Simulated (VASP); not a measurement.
Si: single point with PBE

Crystal: Si.

```
Si
1.0
     0.00000    2.72258    2.72258
     2.72258    0.00000    2.72258
     2.72258    2.72258    0.00000
Si
2
Cartesian
  4.0839 4.0839 4.0839
  2.7226 2.7226 2.7226
```

```
Program                : VASP 6.6.1
Task                   : single point
Functional             : PBE
Potentials or basis    : VASP PAW PBE potentials, release 64 (Si)
Cutoff                 : 520 eV
k mesh                 : 8 × 8 × 8
Occupations            : gaussian, width 0.01 eV
Spin                   : no spin polarisation
Dipole correction      : no
Further INCAR settings : ALGO = Normal; EDIFF = 1e-06; NBANDS = 11
```

| Property | Result |
| --- | --- |
| Pressure | 1.2 GPa |
| Band gap on the k mesh | 0.63 eV, indirect (least direct gap 2.56 eV) |

Levels at points of the mesh, in eV from the valence-band top:
| k point | band 1 | band 2 | band 3 | band 4 | band 5 | band 6 | band 7 | band 8 | band 9 |
| --- | --- | --- | --- | --- | --- | --- | --- | --- | --- |
| (0.00, 0.00, 0.00) | -11.90 | 0.00 | 0.00 | 0.00 | 2.56 | 2.56 | 2.56 | 3.28 | 7.72 |
| (0.50, 0.00, 0.00) | -9.59 | -6.93 | -1.19 | -1.19 | 1.51 | 3.34 | 3.34 | 7.72 | 10.53 |
| (0.50, 0.50, 0.00) | -7.79 | -7.79 | -2.83 | -2.83 | 0.73 | 0.73 | 10.05 | 10.05 | 10.95 |

It took 7.1 s on 1 thread of AMD EPYC 9R45 96-Core Processor (Zen 5) (shared host), peak memory 0.13 GiB.

A k mesh can miss the band edges.
